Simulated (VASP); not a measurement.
A run of VASP 6.6.1 is set up as follows.

File INCAR:

```
PREC = Accurate
ENCUT = 520
EDIFF = 1E-6
ISMEAR = 1
SIGMA = 0.02
LREAL = False
LASPH = True
NELM = 100
ALGO = Normal
ISIF = 2
LWAVE = False
LCHARG = False
GGA = PS
NBANDS = 25
```

KPOINTS

```
regular mesh
0
Gamma
  7 7 7
```

Contents of POSCAR:

```
CO2
1.0
   -1.9480411878      1.9480411878      2.9733244659
    1.9480411878     -1.9480411878      2.9733244659
    1.9480411878      1.9480411878     -2.9733244659
C O
2 4
Direct
    0.7500000000      0.2500000000      0.5000000000
    0.0000000000      0.0000000000      0.0000000000
    0.7098000000      0.1250000000      0.0848000000
    0.0402000000      0.6250000000      0.9152000000
    0.3750000000      0.2902000000      0.4152000000
    0.8750000000      0.9598000000      0.5848000000
```

Potentials or basis: VASP PAW PBE potentials, release 64 (C, O).

The run is started by

```bash
$ cat potpaw_PBE.64/C/POTCAR potpaw_PBE.64/O/POTCAR > POTCAR
$ mpirun -np 1 vasp_std > vasp.out
```

Problem. Predict the largest force.

Solution. 0.477 eV/Å.

Problem. What does it give for the band gap on the k mesh?

Solution. 7.71 eV, indirect (least direct gap 8.18 eV).

Forces in eV/Å, atoms in the order of the input:
```
C    0.000  0.000  0.000
C    0.000  0.000  0.000
O    0.000 -0.477  0.000
O    0.000  0.477  0.000
O    0.477  0.000  0.000
O   -0.477  0.000  0.000
```

Caveat: the PAW data sets were made with another functional, which shifts forces and pressure a little. As with any semilocal functional, this PBEsol gap is likely too small.
